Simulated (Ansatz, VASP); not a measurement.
## BP: VASP beside Ansatz

The input INCAR:

```
ALGO     = Normal         # electronic algorithm
EDIFF    = 1E-7           # SCF threshold, eV
EDIFFG   = -0.002         # ionic threshold
ENCUT    = 500            # plane-wave cutoff, eV
GGA      = PE             # functional
GGA_COMPAT= False        
IBRION   = 2              # ionic algorithm
ISIF     = 3              # what is computed and relaxed
ISMEAR   = 0              # smearing method
IVDW     = 12             # dispersion correction
LASPH    = True           # aspherical terms in the spheres
LCHARG   = False          # write CHGCAR
LREAL    = False          # projectors in reciprocal space
LWAVE    = False          # write WAVECAR
NELM     = 120            # most SCF steps
NELMIN   = 4            
NSW      = 100            # ionic steps
PREC     = Accurate       # precision mode
SIGMA    = 0.02           # smearing width, eV
```

KPOINTS

```
k-points
0
Gamma
  10 10 10
```

File POSCAR:

```
BP
1.0
    0.0000000000      2.2600000000      2.2600000000
    2.2600000000      0.0000000000      2.2600000000
    2.2600000000      2.2600000000      0.0000000000
B P
1 1
Direct
    0.0000000000      0.0000000000      0.0000000000
    0.2500000000      0.2500000000      0.2500000000
```

Input for Ansatz:

```yaml
crystal:
  lattice:
    - [0.0, 2.26, 2.26]
    - [2.26, 0.0, 2.26]
    - [2.26, 2.26, 0.0]
  atoms:
    - { symbol: B, position: [0.0, 0.0, 0.0] }
    - { symbol: P, position: [0.25, 0.25, 0.25] }
basis:
  ecutwfc: 420
kpoints:
  mp_grid: { grid: [10, 10, 10] }
hamiltonian:
  xc: pbe
  dispersion: d3bj
  pseudopotentials: { kind: paw, azcp: { folder: soft_1 } }
scf:
  occupations: { method: gaussian, width: 0.02 }
output:
  forces: true
  stress: true
  eigenvalues: true
  write_density: true
  write_potential: true
  elf: true
  volumetric_format: npy
relax:
  adjacent_minimum: "off"
  f_tol: 0.002
  max_steps: 80
  cell: { stress_tol: 0.02 }
```

Alike in both runs: task relaxation of cell and atoms; functional PBE; dispersion D3(BJ); k mesh 10 × 10 × 10; occupations gaussian, width 0.02 eV; no spin polarisation.

|  | VASP | Ansatz |
| --- | --- | --- |
| version | VASP 6.6.1 | Ansatz 0.2.0 |
| potentials or method | VASP PAW PBE potentials, release 64 (B, P), cutoff 500 eV | scalar-relativistic, plane waves, PAW |
| valence electrons in the cell | 8 | 8 |

Ansatz gave:

* gap on the k mesh at the Fermi level, each at its own relaxed structure (eV): 1.22
* relaxed volume (Å³/atom): 11.45
* relaxed cell length with the largest relative difference (Å): 3.187

Problem. Which values does VASP return?

Solution. gap on the k mesh at the Fermi level, each at its own relaxed structure (eV): 1.21; relaxed volume (Å³/atom): 11.43; relaxed cell length with the largest relative difference (Å): 3.186.
